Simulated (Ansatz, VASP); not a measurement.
CdTe in VASP and in Ansatz

```xyz
2
Lattice="0.0000 3.2050 3.1088 3.2050 0.0000 3.1088 3.2050 3.2050 0.0000" Properties=species:S:1:pos:R:3 pbc="T T T"
Cd    0.0000    0.0000    0.0000
Te    4.8075    4.8075    4.6633
```

Change from the starting cell: strain -0.0300 x Voigt [0, 0, 1, 0, 0, 0], atoms carried along.

Alike in both runs: task single point; functional PBE; k mesh 8 × 8 × 8; occupations gaussian, width 0.05 eV; no spin polarisation.

|  | VASP | Ansatz |
| --- | --- | --- |
| version | VASP 6.6.1 | Ansatz 0.2.0 |
| potentials or method | VASP PAW PBE potentials, release 64 (Cd, Te), cutoff 520 eV | scalar-relativistic, plane waves, PAW |
| valence electrons in the cell | 18 | 36 |

|  | VASP | Ansatz | Ansatz less VASP |
| --- | --- | --- | --- |
| gap on the k mesh at the Fermi level (eV) | 0.90 | 0.90 | -0.002 |
| least direct gap on the mesh (eV) | 0.90 | 0.90 | -0.002 |
| pressure (GPa) | 6.2 | 6.0 | -0.17 |
| traceless stress, the component that is largest in VASP (GPa) | 0.21 | 0.21 | +0.002 |

VASP's potentials hold 18 valence electrons a cell and Ansatz's 36, so a difference there can come from the potentials and not from the codes.

Spin-orbit coupling is off throughout.
